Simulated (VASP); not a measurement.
Write the native input for VASP 6.6.1 that does the following.

```
Task                   : single point
Functional             : PBE
Potentials or basis    : VASP PAW PBE potentials, release 64 (Ru_pv)
Cutoff                 : 520 eV
k mesh                 : 8 × 8 × 8
Occupations            : gaussian, width 0.1 eV
Spin                   : no spin polarisation
Dipole correction      : no
Further INCAR settings : ALGO = Fast; EDIFF = 1e-07; NBANDS = 13
```

The structure of Ru lies in POSCAR:

```
Ru
1.0
    0.0000000000      1.9034428875      1.9034428875
    1.9034428875      0.0000000000      1.9034428875
    1.9034428875      1.9034428875      0.0000000000
Ru
1
Direct
    0.0000000000      0.0000000000      0.0000000000
```

The input as run:

INCAR

```
ALGO = Fast
EDIFF = 1E-7
ENCUT = 520
GGA = PE
ISIF = 2
ISMEAR = 0
LASPH = True
LCHARG = False
LREAL = False
LWAVE = False
NBANDS = 13
NELM = 60
PREC = Accurate
SIGMA = 0.1
```

KPOINTS

```
k-points
0
Gamma
  8 8 8
```

Potentials or basis: VASP PAW PBE potentials, release 64 (Ru_pv).

Run with:

```console
$ cat potpaw_PBE.64/Ru_pv/POTCAR > POTCAR
$ mpirun -np 1 vasp_std > vasp.out
```

Results of the run:

- Pressure: -0.1 GPa
- Band gap on the k mesh: zero (band 7 reaches 14.68 eV, above the bottom of band 8 at 11.63 eV)

Run time: 5 s on 1 thread of Intel(R) Xeon(R) Platinum 8375C CPU @ 2.90GHz (Ice Lake), on a shared host, peak memory 0.12 GiB.
